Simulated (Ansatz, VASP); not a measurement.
**Eu in VASP and in Ansatz**

```xyz
1
Lattice="0.0000 2.7893 2.7893 2.7893 0.0000 2.7893 2.7893 2.7893 0.0000" Properties=species:S:1:pos:R:3 pbc="T T T"
Eu    0.0000    0.0000    0.0000
```

Alike in both runs: task single point; functional PBE; k mesh 7 × 7 × 7; occupations fermi-dirac, width 0.05 eV; collinear spin; fixed moment 10.5 μB.

|  | VASP | Ansatz |
| --- | --- | --- |
| version | VASP 6.6.1 | Ansatz 0.2.0 |
| potentials or method | VASP PAW PBE potentials, release 64 (Eu) | Ansatz PAW |
| plane-wave cutoff (eV) | 520 | 420 |
| valence electrons in the cell | 17 | 17 |

Ansatz gave:

```
pressure (GPa)                                                : -3.8
net moment per atom (μB)                                      : 10.50
size of the moment on the site where the two differ most (μB) : 9.35
```

Q: What did VASP give for the same quantities?

A: Pressure (GPa): -4.1; net moment per atom (μB): 10.50; size of the moment on the site where the two differ most (μB): 8.29.

Site moments also hang on the region over which each program counts them.

Spin-orbit coupling is off throughout.
